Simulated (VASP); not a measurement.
The system is Mg3Te2O.

```xyz
6
Lattice="4.9033 0.0000 0.0000 -2.4517 4.2464 0.0000 0.0000 0.0000 7.5782" Properties=species:S:1:pos:R:3 pbc="T T T"
Mg    0.0000    0.0000    1.6365
Mg    0.0000    0.0000    5.9417
Mg    0.0000    0.0000    3.7891
Te    0.0000    2.8309    0.0000
Te    2.4517    1.4155    0.0000
O     0.0000    0.0000    0.0000
```

The cell was generated, and may not be a known phase.

```yaml
Program: VASP 6.6.1
Task: relaxation of cell and atoms
Functional: PBE
Potentials_or_basis: VASP PAW PBE potentials, release 64 (Mg, Te, O)
Cutoff: 600 eV
k_mesh: 6 × 6 × 2
Occupations: gaussian, width 0.1 eV
Spin: no spin polarisation
```

At the start: pressure 21.6 GPa; volume 26.30 Å³/atom.

Q: Where does the relaxation end?

A: Over 12 steps the energy falls by 850.1 meV/atom and the volume is 38.17 Å³/atom (+45.1 %); space group P6/mmm (No. 191, to 0.1 Å) before and after.

Step by step:
```tsv
step	energy change (eV)	largest force (eV/Å)	pressure (GPa)	volume (Å³)
1	0.0000	1.5990	21.62	157.79
2	-3.5620	2.3492	-3.56	248.54
3	-4.3637	2.7832	0.99	209.30
4	-4.3661	2.7702	0.40	212.60
5	-4.3673	2.7763	0.61	211.43
6	-4.8891	1.5195	-0.04	219.10
7	-5.0753	0.1916	-0.20	227.22
8	-5.0756	0.1400	-0.20	227.54
9	-5.0936	0.2958	0.46	226.01
10	-5.0957	0.1798	0.28	226.39
11	-5.1006	0.0430	0.02	228.52
12	-5.1008	0.0115	-0.03	229.01
```

Final structure:
```cif
data_structure
_symmetry_space_group_name_H-M 'P 1'
_symmetry_Int_Tables_number 1
_cell_length_a 5.2664
_cell_length_b 5.2664
_cell_length_c 9.5346
_cell_angle_alpha 90.000
_cell_angle_beta 90.000
_cell_angle_gamma 120.000
_cell_volume 229.01
loop_
_atom_site_label
_atom_site_type_symbol
_atom_site_fract_x
_atom_site_fract_y
_atom_site_fract_z
_atom_site_occupancy
Mg1 Mg 0.00000 0.00000 0.19661 1
Mg2 Mg 0.00000 0.00000 0.80339 1
Mg3 Mg 0.00000 0.00000 0.50000 1
Te1 Te 0.33333 0.66667 0.00000 1
Te2 Te 0.66667 0.33333 0.00000 1
O1 O 0.00000 0.00000 0.00000 1
```

Caveat: the k points lie up to 0.33 Å⁻¹ apart in the final cell; the volume moved by over 15 % at a fixed basis, so the end points are rough.
